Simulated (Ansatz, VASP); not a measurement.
## NaH in VASP and in Ansatz

POSCAR

```
NaH
1.0
    0.0000000000      2.3886378823      2.4863331717
    2.3886378823      0.0000000000      2.4863331717
    2.3886378823      2.3886378823      0.0000000000
Na H
1 1
Direct
    0.0000000000      0.0000000000      0.0000000000
    0.5000000000      0.5000000000      0.5000000000
```

INCAR.step1

```
SYSTEM = NaH
PREC = Accurate
ENCUT = 520
ISMEAR = -1
SIGMA = 0.2
LREAL = .False.
LASPH = .True.
NELM = 80
NBANDS = 11
GGA = PE
ALGO = Normal
EDIFF = 1E-4
LWAVE = .True.
LCHARG = .False.
```

The input INCAR.step2:

```
SYSTEM = NaH
PREC = Accurate
ENCUT = 520
EDIFF = 1E-6
ISMEAR = -1
SIGMA = 0.2
LREAL = .False.
LASPH = .True.
NELM = 80
ALGO = Normal
ISIF = 2
LWAVE = .False.
LCHARG = .True.
METAGGA = R2SCAN
LMIXTAU = .True.
LELF = .True.
LVHAR = .True.
NBANDS = 11
ISTART = 1
```

KPOINTS

```
Automatic mesh
0
Gamma
  10 10 10
  0 0 0
```

Input for Ansatz:

```yaml
crystal:
  lattice:
    - [0.0, 2.3886378823, 2.4863331717]
    - [2.3886378823, 0.0, 2.4863331717]
    - [2.3886378823, 2.3886378823, 0.0]
  atoms:
    - { symbol: Na, position: [0.0, 0.0, 0.0] }
    - { symbol: H, position: [0.5, 0.5, 0.5] }
basis:
  ecutwfc: 520.0
kpoints:
  mp_grid: { grid: [10, 10, 10] }
hamiltonian:
  xc: r2scan
scf:
  occupations: { method: fermi_dirac, width: 0.2 }
output:
  forces: true
  stress: true
  eigenvalues: true
```

Alike in both runs: task single point; functional r2SCAN; k mesh 10 × 10 × 10; occupations fermi-dirac, width 0.2 eV; no spin polarisation.

|  | VASP | Ansatz |
| --- | --- | --- |
| version | VASP 6.6.1 | Ansatz 0.2.0 |
| potentials or method | VASP PAW PBE potentials, release 64 (Na_pv, H), cutoff 520 eV | scalar-relativistic, plane waves, PAW |
| valence electrons in the cell | 8 | 10 |

```tsv
	VASP	Ansatz	Ansatz less VASP
gap on the k mesh at the Fermi level (eV)	4.34	4.33	-0.012
least direct gap on the mesh (eV)	5.16	5.14	-0.018
pressure (GPa)	-0.8	-0.6	+0.15
traceless stress, the component that is largest in VASP (GPa)	-0.78	-0.83	-0.048
```

VASP's potentials were made for PBE, not for r2SCAN. With one functional, cell and mesh, what is left measures potentials, basis and numerics. VASP's potentials hold 8 valence electrons a cell and Ansatz's 10, so a difference there can come from the potentials and not from the codes.
